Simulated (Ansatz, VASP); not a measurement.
## One calculation of GaSb3, two programs

```
CELL_PARAMETERS angstrom
0.00000 3.72920 3.58577
3.72920 0.00000 3.58577
3.72920 3.72920 0.00000
ATOMIC_POSITIONS crystal
Ga 0.00000 0.00000 0.00000
Sb 0.26143 0.23857 0.23857
Sb 0.73857 0.76143 0.76143
Sb 0.50000 0.50000 0.50000
```

Change from the starting cell: mode 4 frozen in at -0.082 Å, equal normal strain along x and y +0.0400.

Alike in both runs: task single point; functional PBEsol; dispersion D3(BJ); k mesh 10 × 10 × 10; occupations gaussian, width 0.15 eV; no spin polarisation.

|  | VASP | Ansatz |
| --- | --- | --- |
| version | VASP 6.6.1 | Ansatz 0.2.0 |
| potentials or method | VASP PAW PBE potentials, release 64 (Ga_d, Sb), cutoff 520 eV | scalar-relativistic, plane waves, PAW |
| valence electrons in the cell | 28 | 58 |

|  | VASP | Ansatz | Ansatz less VASP |
| --- | --- | --- | --- |
| gap on the k mesh at the Fermi level (eV) | none | none | - |
| pressure (GPa) | -4.4 | -4.4 | 0.00 |
| traceless stress, the component that is largest in VASP (GPa) | -0.60 | -0.60 | +0.009 |
| rms of the force components (eV/Å) | 0.080 | 0.078 | -0.0015 |

VASP's potentials were made for PBE, not for PBEsol, and Ansatz warns of the same on its side. Atom by atom the forces differ by 0.001 eV/Å (rms over components). A gap of «none» marks a metal or a gap that the smearing closes. VASP's potentials hold 28 valence electrons a cell and Ansatz's 58, so a difference there can come from the potentials and not from the codes.

Spin-orbit coupling is off throughout.
